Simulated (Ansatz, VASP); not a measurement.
## GaN: VASP beside Ansatz

```
Ga N
1.0
     3.15456    0.00000    0.00000
    -1.57728    2.73193    0.00000
     0.00000    0.00000    5.18790
Ga N
2 2
Direct
  0.33333 0.66667 0.99997
  0.66667 0.33333 0.49997
  0.33333 0.66667 0.37503
  0.66667 0.33333 0.87503
```

Alike in both runs: functional LDA; k mesh 9 × 9 × 6; no spin polarisation.

Ansatz relaxed the structure, and its values are those at the end. VASP's run is a single point on that final structure, the one shown.

|  | VASP | Ansatz |
| --- | --- | --- |
| version | VASP 6.6.1 | Ansatz 0.2.0 |
| potentials or method | VASP PAW LDA potentials, release 64 (Ga_d, N) | scalar-relativistic, plane waves, PAW |
| plane-wave cutoff (eV) | 520 | 420 |
| occupations | gaussian, width 0.01 eV | fixed |
| valence electrons in the cell | 36 | 36 |

```tsv
	VASP	Ansatz	Ansatz less VASP
gap on the k mesh at the Fermi level (eV)	2.03	2.02	-0.016
least direct gap on the mesh (eV)	2.03	2.02	-0.016
pressure (GPa)	-1.2	-2.3	-1.09
```

LDA's correlation is that of Perdew and Zunger in VASP and of Perdew and Wang (1992) in Ansatz. Ansatz's warnings: stress scf threshold loose.
